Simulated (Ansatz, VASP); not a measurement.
**One calculation of Sn, two programs**

```
Sn
1.0
     0.00000    3.24560    3.24560
     3.24560    0.00000    3.24560
     3.24560    3.24560    0.00000
Sn
2
Direct
  0.50000 0.50000 0.50000
  0.75000 0.75000 0.75000
```

Alike in both runs: task single point; functional r2SCAN; k mesh 14 × 14 × 14; occupations gaussian, width 0.15 eV; no spin polarisation.

```csv
,VASP,Ansatz
version,VASP 6.6.1,Ansatz 0.2.0
potentials or method,"VASP PAW PBE potentials, release 64 (Sn_d), cutoff 520 eV","scalar-relativistic, plane waves, PAW"
valence electrons in the cell,28,28
```

```csv
,VASP,Ansatz,Ansatz less VASP
gap on the k mesh at the Fermi level (eV),none,none,-
pressure (GPa),1.6,1.6,+0.04
```

VASP's potentials were made for PBE, not for r2SCAN. A gap of «none» marks a metal or a gap that the smearing closes.
